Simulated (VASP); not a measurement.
# LiH (Fm-3m) in VASP: notebook, part 3 of 3

VASP 6.6.1.

### Step 5. Single point, PBE-based screened hybrid with 75 % exact exchange

Input file POSCAR:

```
LiH
1.0
    0.0000000000      2.0029948335      2.0029948335
    2.0029948335      0.0000000000      2.0029948335
    2.0029948335      2.0029948335      0.0000000000
Li H
1 1
Direct
    0.0000000000      0.0000000000      0.0000000000
    0.5000000000      0.5000000000      0.5000000000
```

Input file INCAR.step1:

```
SYSTEM = LiH
PREC = Accurate ; ENCUT = 520
EDIFF = 1E-5 ; ISMEAR = 0
SIGMA = 0.01 ; LREAL = .False.
LASPH = .True. ; NELM = 80
ALGO = Normal ; ISIF = 2
LWAVE = .True. ; LCHARG = .False.
NBANDS = 9 ; GGA = PE
```

Input file INCAR.step2:

```
SYSTEM = LiH
PREC = Accurate ; ENCUT = 520
EDIFF = 1E-7 ; ISMEAR = 0
SIGMA = 0.01 ; LREAL = .False.
LASPH = .True. ; NELM = 80
ALGO = Normal ; ISIF = 2
LWAVE = .False. ; LCHARG = .False.
GGA = PE ; LHFCALC = .True.
AEXX = 0.75 ; HFSCREEN = 0.3
PRECFOCK = Normal ; NBANDS = 9
ISTART = 1
```

Input file KPOINTS:

```
Automatic mesh
0
Gamma
  6 6 6
  0 0 0
```

Potentials or basis: VASP PAW PBE potentials, release 64 (Li_sv, H).

Launch:

```
$ cat potpaw_PBE.64/Li_sv/POTCAR potpaw_PBE.64/H/POTCAR > POTCAR
$ cp INCAR.step1 INCAR
$ mpirun -np 1 vasp_std > vasp.out
$ cp INCAR.step2 INCAR
$ mpirun -np 1 vasp_std > vasp.out
```

OUTCAR:

```text
SYSTEM = LiH
   PREC = Accurate
   ENCUT = 520
   EDIFF = 1E-7
   ISMEAR = 0
   LREAL = .False.
   LASPH = .True.
   NELM = 80
   ISIF = 2
   GGA = PE
   LHFCALC = .True.
   AEXX = 0.75
   HFSCREEN = 0.3
   PRECFOCK = Normal
   ISTART = 1

 ion  position               nearest neighbor table
   1  0.000  0.000  0.000-
   2  0.500  0.500  0.500-

  LATTYP: Found a face centered cubic cell.
 ALAT       =     4.0059896670

  Lattice vectors:

 A1 = (   0.0000000000,   2.0029948335,   2.0029948335)
 A2 = (   2.0029948335,   0.0000000000,   2.0029948335)
 A3 = (   2.0029948335,   2.0029948335,   0.0000000000)

Analysis of symmetry for initial positions (statically):
=====================================================================
 Subroutine PRICEL returns:
 Original cell was already a primitive cell.

 Routine SETGRP: Setting up the symmetry group for a
 face centered cubic supercell.

 Subroutine GETGRP returns: Found 48 space group operations
[... 168 lines left out ...]
 cond. band min:       3.7697351987   @ k =   0.5000   0.5000   0.0000
 fundamental gap:      5.4971423248
 Fermi energy:        -1.5005487010

 k-point     1 :       0.0000    0.0000    0.0000
  band No.  band energies     occupation
      1     -54.7639      2.00000
      2      -8.7316      2.00000
      3      19.1367      0.00000
      4      20.1359      0.00000
      5      20.1359      0.00000
      6      20.1360      0.00000
      7      24.6627      0.00000
      8      24.6627      0.00000
      9      24.6627      0.00000
[... 169 lines left out ...]
 k-point    16 :      -0.3333    0.5000    0.1667
  band No.  band energies     occupation
      1     -54.6924      2.00000
      2      -1.9064      2.00000
      3       4.9254      0.00000
      4       8.2896      0.00000
      5      13.2323      0.00000
      6      19.9843      0.00000
      7      21.7717      0.00000
      8      31.0610      0.00000
      9      32.1237      0.00000

------------------------ aborting loop because EDIFF is reached ----------------------------------------

  FORCE on cell =-STRESS in cart. coord.  units (eV):
  Direction    XX          YY          ZZ          XY          YZ          ZX
  --------------------------------------------------------------------------------------
  -------------------------------------------------------------------------------------
  Total       -0.1788672     -0.1788672     -0.1788672      0.0000000      0.0000000     -0.0000000
  in kB      -17.8308377    -17.8308377    -17.8308377      0.0000000      0.0000000     -0.0000000
  external PRESSURE =     -17.8308377 kB  Pullay stress =       0.0000000 kB

 VOLUME and BASIS-vectors are now :
 -----------------------------------------------------------------------------
  energy-cutoff  :      520.00
  volume of cell :       16.07
      direct lattice vectors                 reciprocal lattice vectors
     0.000000000  2.002994833  2.002994833    -0.249626206  0.249626206  0.249626206
     2.002994833  0.000000000  2.002994833     0.249626206 -0.249626206  0.249626206
     2.002994833  2.002994833  0.000000000     0.249626206  0.249626206 -0.249626206

 POSITION                                       TOTAL-FORCE (eV/Angst)
 -----------------------------------------------------------------------------------
      0.00000      0.00000      0.00000         0.000000      0.000000      0.000000
      2.00299      2.00299      2.00299        -0.000000     -0.000000     -0.000000
 -----------------------------------------------------------------------------------
    total drift:                               -0.000000     -0.000000     -0.000000

  FREE ENERGIE OF THE ION-ELECTRON SYSTEM (eV)
  ---------------------------------------------------
  free  energy   TOTEN  =        -7.8087130884 eV

  energy  without entropy=       -7.8087130884  energy(sigma->0) =       -7.80871309
```

OUTCAR.step1:

```text
SYSTEM = LiH
   PREC = Accurate
   ENCUT = 520
   EDIFF = 1E-5
   ISMEAR = 0
   LREAL = .False.
   LASPH = .True.
[... 403 lines left out ...]
      0.00000      0.00000      0.00000         0.000000      0.000000     -0.000000
      2.00299      2.00299      2.00299        -0.000000     -0.000000      0.000000
 -----------------------------------------------------------------------------------
    total drift:                                0.000000     -0.000000     -0.000000

  FREE ENERGIE OF THE ION-ELECTRON SYSTEM (eV)
  ---------------------------------------------------
  free  energy   TOTEN  =        -6.1260689155 eV

  energy  without entropy=       -6.1260689155  energy(sigma->0) =       -6.12606892
```

OSZICAR.step1:

```text
N       E                     dE             d eps       ncg     rms          rms(c)
DAV:   1    -0.249639776068E+01   -0.24964E+01   -0.14942E+03   304   0.404E+02
DAV:   2    -0.630148876316E+01   -0.38051E+01   -0.37860E+01   387   0.503E+01
DAV:   3    -0.636893931671E+01   -0.67451E-01   -0.67433E-01   339   0.552E+00
DAV:   4    -0.636934935846E+01   -0.41004E-03   -0.41003E-03   372   0.396E-01
DAV:   5    -0.636935296911E+01   -0.36107E-05   -0.36106E-05   350   0.275E-02    0.288E+00
DAV:   6    -0.618604599480E+01    0.18331E+00   -0.15012E-01   327   0.120E+00    0.144E+00
DAV:   7    -0.612435990873E+01    0.61686E-01   -0.19409E-01   323   0.153E+00    0.219E-01
DAV:   8    -0.612613529674E+01   -0.17754E-02   -0.41904E-03   343   0.433E-01    0.406E-02
DAV:   9    -0.612607443482E+01    0.60862E-04   -0.14369E-04   372   0.469E-02    0.628E-03
DAV:  10    -0.612606891549E+01    0.55193E-05   -0.52464E-06   236   0.163E-02
   1 F= -.61260689E+01 E0= -.61260689E+01  d E =-.502818E-14
```

It took 59 s on 1 thread of Intel Xeon Platinum 8488C (Sapphire Rapids), shared host; peak memory 0.23 GiB.

Results:

* Free energy: -7.8087 eV
* Band gap on the k mesh: 5.50 eV

Caveat: the k points lie up to 0.45 Å⁻¹ apart; the cutoff is under 1.25 times the usual one of these potentials, so pressure, stress and relaxed cells hold a basis-set (Pulay) error; the PAW data sets were made with another functional, which shifts forces and pressure a little. A k mesh can miss the band edges.

### Step 6. Summary

| level | k mesh | grid for exact exchange (PRECFOCK) | share of exact exchange | screening parameter | gap on the mesh (eV) |
| --- | --- | --- | --- | --- | --- |
| r2SCAN | 8 × 8 × 8 | - | - | - | 3.58 |
| HSE06 | 6 × 6 × 6 | Normal | 0.25 | 0.2079 1/Å | 3.97 |
| PBE-based screened hybrid with 30 % exact exchange | 6 × 6 × 6 | Normal | 0.3 | 0.2078 1/Å | 4.18 |
| PBE-based screened hybrid with 75 % exact exchange | 6 × 6 × 6 | Normal | 0.75 | 0.3 1/Å | 5.50 |

Alike in all rows: task single point; potentials or basis VASP PAW PBE potentials, release 64 (Li_sv, H); no spin polarisation; cell as given; cutoff (eV) 520; smearing gaussian 0.01 eV.

Caveats: some runs use coarse meshes; the cutoff is under 1.25 times the usual one of these potentials, so pressure, stress and relaxed cells hold a basis-set (Pulay) error; the PAW data sets were made with another functional, which shifts forces and pressure a little.

Total energies depend on the potentials used, so only differences within one code and one set of settings carry meaning.
